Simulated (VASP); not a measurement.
Set up this calculation in VASP 6.6.1, as the native input.

| Item | Value |
| --- | --- |
| Task | single point |
| Functional | r2SCAN |
| Potentials or basis | VASP PAW PBE potentials, release 64 (Pd) |
| Cutoff | 520 eV |
| k mesh | 12 × 12 × 12 |
| Occupations | fermi-dirac, width 0.05 eV |
| Spin | collinear spin |
| Starting moments | [0.5, -0.5] μB |
| Dipole correction | no |
| Further INCAR settings | ALGO = Normal; EDIFF = 1e-06; NBANDS = 21 |

The system is Pd.

```xyz
2
Lattice="0.0000 2.4796 2.4796 2.4796 0.0000 2.4796 2.4796 2.4796 0.0000" Properties=species:S:1:pos:R:3 pbc="T T T"
Pd    0.0000    2.4796    2.4796
Pd    2.4796    2.4796    2.4796
```

This isn't the form of Pd at room conditions, which is fcc.

The input as run:

POSCAR

```
Pd
1.0
    0.0000000000      2.4795664071      2.4795664071
    2.4795664071      0.0000000000      2.4795664071
    2.4795664071      2.4795664071      0.0000000000
Pd
2
Direct
    1.0000000000      0.0000000000      0.0000000000
    0.5000000000      0.5000000000      0.5000000000
```

INCAR.step1

```
PREC     = Accurate       # precision mode
ENCUT    = 520            # plane-wave cutoff, eV
ISMEAR   = -1             # smearing method
SIGMA    = 0.05           # smearing width, eV
LREAL    = False          # projectors in reciprocal space
LASPH    = True           # aspherical terms in the spheres
NELM     = 150            # most SCF steps
ISPIN    = 2              # spin polarisation
MAGMOM   = 0.5 -0.5       # initial moments
LMAXMIX  = 4              # l up to which the mixer works
NBANDS   = 21             # bands
GGA      = PE             # functional
ALGO     = Normal         # electronic algorithm
EDIFF    = 1E-4           # SCF threshold, eV
LWAVE    = True           # write WAVECAR
LCHARG   = False          # write CHGCAR
```

INCAR.step2

```
PREC     = Accurate       # precision mode
ENCUT    = 520            # plane-wave cutoff, eV
EDIFF    = 1E-6           # SCF threshold, eV
ISMEAR   = -1             # smearing method
SIGMA    = 0.05           # smearing width, eV
LREAL    = False          # projectors in reciprocal space
LASPH    = True           # aspherical terms in the spheres
NELM     = 150            # most SCF steps
ALGO     = Normal         # electronic algorithm
ISIF     = 2              # what is computed and relaxed
LWAVE    = False          # write WAVECAR
LCHARG   = True           # write CHGCAR
ISPIN    = 2              # spin polarisation
MAGMOM   = 0.5 -0.5       # initial moments
LORBIT   = 11             # projections on sites
LMAXMIX  = 4              # l up to which the mixer works
METAGGA  = R2SCAN         # meta-GGA
LMIXTAU  = True         
LELF     = True           # ELF
LVHAR    = True         
NBANDS   = 21             # bands
ISTART   = 1
```

KPOINTS

```
Automatic mesh
0
Gamma
  12 12 12
```

Potentials or basis: VASP PAW PBE potentials, release 64 (Pd).

Launch:

```bash
$ cat potpaw_PBE.64/Pd/POTCAR > POTCAR
$ cp INCAR.step1 INCAR
$ mpirun -np 1 vasp_std > vasp.out
$ cp INCAR.step2 INCAR
$ mpirun -np 1 vasp_std > vasp.out
```

It gave:

```
Pressure                                              : 25.6 GPa
Band gap on the k mesh                                : zero (filled and empty bands overlap)
Net moment                                            : 0.00 μB per cell
Valence electrons inside the program's atomic spheres : Pd 9.69
```

Caveat: the cell stands under pressure; the PAW data sets were made with another functional, which shifts forces and pressure a little.

Run time: 3.5 min on 1 thread of Intel(R) Xeon(R) Platinum 8488C (Sapphire Rapids) (shared host), peak memory 0.22 GiB.
